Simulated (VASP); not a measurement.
**MgS (Niningerite): single point with RPBE+D3(BJ)**

The system is MgS (Niningerite).

```
CELL_PARAMETERS angstrom
-0.00499 2.62308 2.66498
2.52750 0.02993 2.63006
2.57157 2.63223 -0.01414
ATOMIC_POSITIONS crystal
Mg 0.98833 0.01610 0.99630
S 0.50319 0.47569 0.51389
```

```json
{
  "Program": "VASP 6.6.1",
  "Task": "single point",
  "Functional": "RPBE",
  "Dispersion": "D3(BJ)",
  "Potentials or basis": "VASP PAW PBE potentials, release 64 (Mg, S)",
  "Cutoff": "520 eV",
  "k mesh": "4 × 4 × 4",
  "Occupations": "gaussian, width 0.01 eV",
  "Spin": "no spin polarisation",
  "Dipole correction": "no",
  "Further INCAR settings": "ALGO = Normal; EDIFF = 1e-06; NBANDS = 11"
}
```

```
Pressure                   : -12.8 GPa
Largest force              : 0.412 eV/Å
Band gap on the k mesh     : 2.65 eV, indirect (least direct gap 3.66 eV)
Dispersion energy per atom : -1.413 eV
```

Forces on the atoms (eV/Å):
```
Mg  -0.271  0.272 -0.150
S    0.271 -0.272  0.150
```

Stress tensor (GPa, compression positive):
```
-10.37  -0.69   0.89
 -0.69 -13.00  -0.28
  0.89  -0.28 -15.11
```

Levels at points of the mesh, in eV from the valence-band top:
```csv
k point,band 2,band 3,band 4,band 5,band 6,band 7
"(0.00, 0.00, 0.00)",-0.30,-0.15,0.00,3.66,7.60,7.77
"(0.50, 0.00, 0.00)",-4.93,-0.76,-0.65,4.51,6.73,7.05
"(0.00, 0.50, 0.00)",-4.83,-0.87,-0.80,4.34,6.51,6.83
"(0.50, 0.50, 0.00)",-4.31,-1.87,-1.58,2.84,4.39,11.71
"(0.00, 0.00, 0.50)",-4.95,-0.77,-0.57,4.53,6.69,7.23
"(0.50, 0.00, 0.50)",-4.29,-2.00,-1.58,2.75,4.35,11.87
"(0.00, 0.50, 0.50)",-4.26,-1.99,-1.81,2.65,4.24,12.07
"(0.50, 0.50, 0.50)",-4.92,-0.81,-0.63,4.46,6.67,7.07
```

Run time: 14 s on 1 thread of AMD EPYC 7R43 64-Core Processor (Zen 3) (shared host), peak memory 0.14 GiB.

Caveat: the k points lie up to 0.53 Å⁻¹ apart; the PAW data sets were made with another functional, which shifts forces and pressure a little. A hybrid or GW would open this gap; RPBE tends to underestimate it.
